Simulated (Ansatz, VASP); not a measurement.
**PdCl in VASP and in Ansatz**

```
Pd Cl
1.0
     3.24757    0.00000    0.00000
     0.00000    3.24757    0.00000
     0.00000    0.00000    3.24757
Pd Cl
1 1
Cartesian
  0.0000 0.0000 0.0000
  1.6238 1.6238 1.6238
```

Alike in both runs: functional PBE; k mesh 15 × 15 × 15; occupations fermi-dirac, width 0.08 eV; no spin polarisation.

Ansatz relaxed the structure, and its values are those at the end. VASP's run is a single point on that final structure, the one shown.

|  | VASP | Ansatz |
| --- | --- | --- |
| version | VASP 6.6.1 | Ansatz 0.2.0 |
| potentials or method | VASP PAW PBE potentials, release 64 (Pd, Cl) | PAW with Ansatz's default frozen-core files, scalar-relativistic |
| plane-wave cutoff (eV) | 520 | 420 |
| valence electrons in the cell | 17 | 25 |

|  | VASP | Ansatz | Ansatz less VASP |
| --- | --- | --- | --- |
| pressure (GPa) | -0.1 | 0.0 | +0.11 |

VASP's potentials hold 17 valence electrons a cell and Ansatz's 25, so a difference there can come from the potentials and not from the codes. Ansatz's warnings: stress scf threshold loose.
